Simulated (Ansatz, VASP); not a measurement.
**Two plane-wave programs on Ca**

Contents of INCAR:

```
SYSTEM = Ca
  PREC = Accurate
  ENCUT = 520
  EDIFF = 1E-6
  ISMEAR = 0
  SIGMA = 0.1
  LREAL = .FALSE.
  LASPH = .TRUE.
  NELM = 60
  ALGO = Normal
  ISIF = 2
  LWAVE = .FALSE.
  LCHARG = .FALSE.
  NBANDS = 11
```

File KPOINTS:

```
regular mesh
0
G
  6 6 6
  0 0 0
```

The input POSCAR:

```
Ca
1.0
    0.0000000000      2.8005000000      2.8005000000
    2.8005000000      0.0000000000      2.8005000000
    2.8005000000      2.8005000000      0.0000000000
Ca
1
Direct
    0.0000000000      0.0000000000      0.0000000000
```

Input for Ansatz:

```yaml
crystal:
  lattice:
    - [0.0, 2.8005, 2.8005]
    - [2.8005, 0.0, 2.8005]
    - [2.8005, 2.8005, 0.0]
  atoms:
    - { symbol: Ca, position: [0.0, 0.0, 0.0] }
basis:
  ecutwfc: 420
kpoints:
  mp_grid: { grid: [6, 6, 6] }
hamiltonian:
  xc: lda
  pseudopotentials: { kind: paw, azcp: { folder: soft_1 } }
scf:
  occupations: { method: gaussian, width: 0.1 }
output:
  forces: true
  stress: true
  eigenvalues: true
```

Alike in both runs: task single point; functional LDA; k mesh 6 × 6 × 6; occupations gaussian, width 0.1 eV; no spin polarisation.

|  | VASP | Ansatz |
| --- | --- | --- |
| version | VASP 6.6.1 | Ansatz 0.2.0 |
| potentials or method | VASP PAW LDA potentials, release 64 (Ca_sv), cutoff 520 eV | scalar-relativistic, plane waves, PAW |
| valence electrons in the cell | 10 | 10 |

|  | VASP | Ansatz | Ansatz less VASP |
| --- | --- | --- | --- |
| gap on the k mesh at the Fermi level (eV) | none | none | - |
| pressure (GPa) | -2.3 | -2.3 | +0.01 |

Ansatz warns that its potentials were made for another functional, while VASP's fit it. LDA's correlation is that of Perdew and Zunger in VASP and of Perdew and Wang (1992) in Ansatz. A gap of «none» marks a metal or a gap that the smearing closes.
